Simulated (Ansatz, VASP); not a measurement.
Be: VASP beside Ansatz

INCAR

```
PREC     = Accurate       # precision mode
ENCUT    = 520            # plane-wave cutoff, eV
EDIFF    = 1E-6           # SCF threshold, eV
ISMEAR   = -1             # smearing method
SIGMA    = 0.1            # smearing width, eV
LREAL    = False          # projectors in reciprocal space
LASPH    = True           # aspherical terms in the spheres
NELM     = 80             # most SCF steps
ALGO     = Normal         # electronic algorithm
ISIF     = 2              # what is computed and relaxed
LWAVE    = False          # write WAVECAR
LCHARG   = True           # write CHGCAR
GGA      = PE             # functional
LELF     = True           # ELF
LVHAR    = True         
ISYM     = 0            
NBANDS   = 7              # bands
```

File KPOINTS:

```
Automatic mesh
0
Gamma
  10 10 10
```

POSCAR

```
Be
1.0
   -1.2739720000      1.2739720000      1.2739720000
    1.2739720000     -1.2739720000      1.2739720000
    1.2739720000      1.2739720000     -1.2739720000
Be
1
Direct
    0.0000000000      0.0000000000      0.0000000000
```

Input for Ansatz:

```yaml
crystal:
  lattice:
    - [-1.273972, 1.273972, 1.273972]
    - [1.273972, -1.273972, 1.273972]
    - [1.273972, 1.273972, -1.273972]
  atoms:
    - { symbol: Be, position: [0.0, 0.0, 0.0] }
  symmetry: { detect: false }
kpoints:
  mp_grid: { grid: [10, 10, 10], shift: [0, 0, 0] }
magnetization:
  spin_polarized: false
scf:
  occupations: { method: fermi_dirac }
  eigensolver: { kind: davidson }
hamiltonian:
  pseudopotentials: { kind: paw }
  xc: pbe
basis:
  ecutwfc: 420
  precision: f64
output:
  forces: true
  stress: true
  eigenvalues: true
  write_density: true
  write_potential: true
  elf: true
  volumetric_format: npy
```

Alike in both runs: task single point; functional PBE; k mesh 10 × 10 × 10; no spin polarisation.

```csv
,VASP,Ansatz
version,VASP 6.6.1,Ansatz 0.2.0
potentials or method,"VASP PAW PBE potentials, release 64 (Be), cutoff 520 eV",PAW plane waves
occupations,"fermi-dirac, width 0.1 eV",fermi-dirac
valence electrons in the cell,2,2
```

```tsv
	VASP	Ansatz	Ansatz less VASP
gap on the k mesh at the Fermi level (eV)	none	none	-
pressure (GPa)	-6.1	-6.2	-0.13
```

A gap of «none» marks a metal or a gap that the smearing closes.
